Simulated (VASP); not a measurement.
# ScAl2N3: single point with PBE

Crystal: ScAl2N3.

```
Sc Al N
1.0
     4.02166    0.00000    0.00000
     0.00000    4.02166    0.00000
     0.00000    0.00000    4.82374
Sc Al N
1 2 3
Direct
  0.00000 0.00000 0.00000
  0.50000 0.50000 0.25004
  0.50000 0.50000 0.74996
  0.00000 0.50000 0.00000
  0.50000 0.00000 0.00000
  0.00000 0.00000 0.50000
```

```
Program                : VASP 6.6.1
Task                   : single point
Functional             : PBE
Potentials or basis    : VASP PAW PBE potentials, release 64 (Sc_sv, Al, N)
Cutoff                 : 600 eV
k mesh                 : 3 × 3 × 2
Occupations            : gaussian, width 0.15 eV
Spin                   : no spin polarisation
Dipole correction      : no
Further INCAR settings : ALGO = Normal; EDIFF = 1e-06; NBANDS = 25
```

The pressure is 0.5 GPa, the largest force is 0.013 eV/Å and the band gap on the k mesh is zero (band 16 reaches 5.12 eV, above the bottom of band 17 at 4.78 eV).

Forces on the atoms (eV/Å):
```
Sc   0.000  0.000  0.000
Al   0.000  0.000  0.013
Al   0.000  0.000 -0.013
N    0.000  0.000  0.000
N    0.000  0.000  0.000
N    0.000  0.000  0.000
```

Stress tensor (GPa, compression positive):
```
 0.70  0.00  0.00
 0.00  0.70  0.00
 0.00  0.00 -0.01
```

Levels at points of the mesh, in eV from the Fermi level:
```
           k point  band 13  band 14  band 15  band 16  band 17  band 18  band 19  band 20
(0.00, 0.00, 0.00)    -0.74    -0.74     0.08     0.17     0.17     0.51     2.81     2.83
(0.00, 0.00, 0.50)    -1.31    -1.31    -0.65    -0.48    -0.04    -0.04     2.86     3.88
```

Wall time 11 s on 1 thread of AMD EPYC 9R45 96-Core Processor (Zen 5), with other jobs on the host, peak memory 0.16 GiB.

Caveat: the k points lie up to 0.65 Å⁻¹ apart.
